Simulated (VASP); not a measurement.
**Al2O3: single point with RPBE**

**Experimental background.**

From “Multi-petahertz electron interference in Cr:Al2O3 solid-state material”, 2018, pmc:5906618, for a bulk crystal of Al2O3: band gap 8.7 eV (optical).

The system is Al2O3.

```
CELL_PARAMETERS angstrom
2.42122 1.39789 4.40861
-2.42122 1.39789 4.40861
0.00000 -2.79578 4.40861
ATOMIC_POSITIONS crystal
Al 0.85209 0.85209 0.85209
Al 0.64791 0.64791 0.64791
Al 0.14791 0.14791 0.14791
Al 0.35209 0.35209 0.35209
O 0.05628 0.75000 0.44372
O 0.75000 0.44372 0.05628
O 0.44372 0.05628 0.75000
O 0.94372 0.25000 0.55628
O 0.25000 0.55628 0.94372
O 0.55628 0.94372 0.25000
```

* Program: VASP 6.6.1
* Task: single point
* Functional: RPBE
* Potentials or basis: VASP PAW PBE potentials, release 64 (Al, O)
* Cutoff: 520 eV
* k mesh: 7 × 7 × 7
* Occupations: fermi-dirac, width 0.05 eV
* Spin: no spin polarisation

```
Pressure               : -0.6 GPa
Largest force          : 0.012 eV/Å
Band gap on the k mesh : 5.68 eV
```

Forces on the atoms (eV/Å):
```
Al   0.000  0.000  0.012
Al   0.000  0.000 -0.012
Al   0.000  0.000 -0.012
Al   0.000  0.000  0.012
O    0.003  0.006  0.000
O    0.003 -0.006  0.000
O   -0.007  0.000  0.000
O   -0.003 -0.006  0.000
O   -0.003  0.006  0.000
O    0.007  0.000  0.000
```

Levels at points of the mesh, in eV from the valence-band top:
```
           k point  band 22  band 23  band 24  band 25  band 26  band 27
(0.00, 0.00, 0.00)    -0.02    -0.02     0.00     5.68     8.86    10.24
```

Wall time 2.8 min on 1 thread of Intel(R) Xeon(R) Platinum 8259CL CPU @ 2.50GHz (Skylake/Cascade Lake) (shared host), peak memory 0.28 GiB.

Measured gap of Al2O3: 8.7 eV (optical; quoted in “Multi-petahertz electron interference in Cr:Al2O3 solid-state material”, 2018, pmc:5906618). This calculation gives 5.68 eV (-3.02 eV). The value is that of RPBE on a finite k mesh, which can miss the band edges, without temperature or zero-point motion. Semilocal functionals fall short of measured gaps as a rule.

Caveat: the PAW data sets were made with another functional, which shifts forces and pressure a little.
